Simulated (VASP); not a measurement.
A run of VASP 6.6.1:

Contents of POSCAR:

```
SiO2
1.0
    4.0970000000      0.0000000000      0.0000000000
    0.0000000000      5.0462000000      0.0000000000
    0.0000000000      0.0000000000      4.4946000000
Si O
4 8
Direct
    0.0000000000      0.1522000000      0.2500000000
    0.0000000000      0.8478000000      0.7500000000
    0.5000000000      0.3478000000      0.7500000000
    0.5000000000      0.6522000000      0.2500000000
    0.7336000000      0.6245000000      0.9186000000
    0.2664000000      0.3755000000      0.0814000000
    0.7664000000      0.8755000000      0.4186000000
    0.2336000000      0.1245000000      0.5814000000
    0.2336000000      0.8755000000      0.0814000000
    0.7664000000      0.1245000000      0.9186000000
    0.2664000000      0.6245000000      0.5814000000
    0.7336000000      0.3755000000      0.4186000000
```

INCAR.step1

```
SYSTEM = SiO2
PREC     = Accurate       ! precision mode
ENCUT    = 600            ! plane-wave cutoff, eV
ISMEAR   = 0              ! smearing method
SIGMA    = 0.01           ! smearing width, eV
LREAL    = .False.        ! projectors in reciprocal space
LASPH    = .True.         ! aspherical terms in the spheres
NELM     = 80             ! most SCF steps
GGA      = PE             ! functional
ALGO     = Normal         ! electronic algorithm
EDIFF    = 1E-4           ! SCF threshold, eV
LWAVE    = .True.         ! write WAVECAR
LCHARG   = .False.        ! write CHGCAR
```

The input INCAR.step2:

```
SYSTEM = SiO2
PREC     = Accurate       ! precision mode
ENCUT    = 600            ! plane-wave cutoff, eV
EDIFF    = 1E-6           ! SCF threshold, eV
ISMEAR   = 0              ! smearing method
SIGMA    = 0.01           ! smearing width, eV
LREAL    = .False.        ! projectors in reciprocal space
LASPH    = .True.         ! aspherical terms in the spheres
NELM     = 80             ! most SCF steps
ALGO     = Normal         ! electronic algorithm
ISIF     = 3              ! what is computed and relaxed
LWAVE    = .False.        ! write WAVECAR
LCHARG   = .False.        ! write CHGCAR
METAGGA  = R2SCAN         ! meta-GGA
LMIXTAU  = .True.       
IBRION   = 2              ! ionic algorithm
NSW      = 80             ! ionic steps
EDIFFG   = -0.002         ! ionic threshold
ISTART   = 1
```

Contents of KPOINTS:

```
regular mesh
0
Gamma
  6 5 5
  0 0 0
```

Potentials or basis: VASP PAW PBE potentials, release 64 (Si, O).

Run with:

```bash
$ cat potpaw_PBE.64/Si/POTCAR potpaw_PBE.64/O/POTCAR > POTCAR
$ cp INCAR.step1 INCAR
$ mpirun -np 1 vasp_std > vasp.out
$ cp INCAR.step2 INCAR
$ mpirun -np 1 vasp_std > vasp.out
```

Hardware: 1 thread of Oxide Virtual Turin-like Processor, on a shared host.

Estimate the wall time of this run.

Run time: 68 min on 1 thread of Oxide Virtual Turin-like Processor, with other jobs on the host, peak memory 0.27 GiB. Counts: k points 36, ion steps 13.
